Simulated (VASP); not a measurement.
A run of VASP 6.6.1 is set up as follows.

Contents of INCAR:

```
SYSTEM = Al
  PREC = Accurate
  ENCUT = 520
  EDIFF = 1E-7
  ISMEAR = -1
  SIGMA = 0.05
  LREAL = .FALSE.
  LASPH = .TRUE.
  NELM = 80
  ALGO = Normal
  ISIF = 2
  LWAVE = .FALSE.
  LCHARG = .FALSE.
  NBANDS = 8
```

The input KPOINTS:

```
regular mesh
0
G
  12 12 12
  0 0 0
```

File POSCAR:

```
Al
1.0
   -1.6715140000      1.6715140000      4.3990750000
    1.6715140000     -1.6715140000      4.3990750000
    1.6715140000      1.6715140000     -4.3990750000
Al
1
Direct
    0.0000000000      0.0000000000      0.0000000000
```

Potentials or basis: VASP PAW LDA potentials, release 64 (Al).

The run is started by

```console
$ cat potpaw_LDA.64/Al/POTCAR > POTCAR
$ mpirun -np 1 vasp_std > vasp.out
```

(1) Predict the pressure.

Answers

(1) -6.0 GPa.
